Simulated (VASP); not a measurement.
Set up this calculation in VASP 6.6.1, as the native input.

| Quantity | Value |
| --- | --- |
| Task | single point |
| Functional | PBEsol |
| Potentials or basis | VASP PAW PBE potentials, release 64 (Na_pv) |
| Cutoff | 500 eV |
| k mesh | 7 × 7 × 4 |
| Occupations | fermi-dirac, width 0.05 eV |
| Spin | no spin polarisation |
| Dipole correction | no |
| Further INCAR settings | ALGO = Normal; EDIFF = 1e-06; NBANDS = 14 |

The structure of Na lies in POSCAR:

```
Na
1.0
    3.6950064273      0.0000000000      0.0000000000
   -1.8475032137      3.1999694332      0.0000000000
    0.0000000000      0.0000000000      6.1521552461
Na
2
Direct
    0.3333333333      0.6666666667      0.2500000000
    0.6666666667      0.3333333333      0.7500000000
```

The input as run:

INCAR

```
ALGO = Normal ; EDIFF = 1E-6
ENCUT = 500 ; GGA = PS
GGA_COMPAT = F ; ISIF = 2
ISMEAR = -1 ; LASPH = T
LCHARG = F ; LREAL = F
LWAVE = F ; NBANDS = 14
NELM = 120 ; PREC = Accurate
SIGMA = 0.05
```

KPOINTS

```
k-points
0
Gamma
  7 7 4
```

Potentials or basis: VASP PAW PBE potentials, release 64 (Na_pv).

Command:

```sh
$ cat potpaw_PBE.64/Na_pv/POTCAR > POTCAR
$ mpirun -np 1 vasp_std > vasp.out
```

It gave:

```
Pressure               : 0.0 GPa
Band gap on the k mesh : zero (band 7 reaches 1.64 eV, above the bottom of band 8 at -1.94 eV)
```

Caveat: the PAW data sets were made with another functional, which shifts forces and pressure a little.

Wall time 24 s on 1 thread of Intel Xeon 8259CL, on a shared host, peak memory 0.18 GiB.
